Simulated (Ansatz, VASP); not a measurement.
# Two plane-wave programs on Ni3Pt

```xyz
4
Lattice="3.4734 0.0000 0.0000 0.0000 3.4734 0.0000 0.0000 0.0000 3.4734" Properties=species:S:1:pos:R:3 pbc="T T T"
Ni    1.7367    0.0000    1.7367
Ni    0.0000    1.7367    1.7367
Ni    1.7367    1.7367    0.0000
Pt    0.0000    0.0000    0.0000
```

Change from the starting cell: volume scaled by 0.88, PAW files.

Alike in both runs: task single point; functional LDA; k mesh 9 × 9 × 9; occupations fermi-dirac, width 0.05 eV; collinear spin.

```csv
,VASP,Ansatz
version,VASP 6.6.1,Ansatz 0.2.0
potentials or method,"VASP PAW LDA potentials, release 64 (Ni, Pt)","PAW with Ansatz's default frozen-core files, scalar-relativistic"
plane-wave cutoff (eV),520,420
valence electrons in the cell,40,72
```

```csv
,VASP,Ansatz,Ansatz less VASP
pressure (GPa),24.1,24.3,+0.20
net moment per atom (μB),0.39,0.46,+0.068
size of the moment on the site where the two differ most (μB),0.44,0.54,+0.096
```

LDA's correlation is that of Perdew and Zunger in VASP and of Perdew and Wang (1992) in Ansatz. Site moments also hang on the region over which each program counts them. VASP's potentials hold 40 valence electrons a cell and Ansatz's 72, so a difference there can come from the potentials and not from the codes.

Spin-orbit coupling is off throughout.
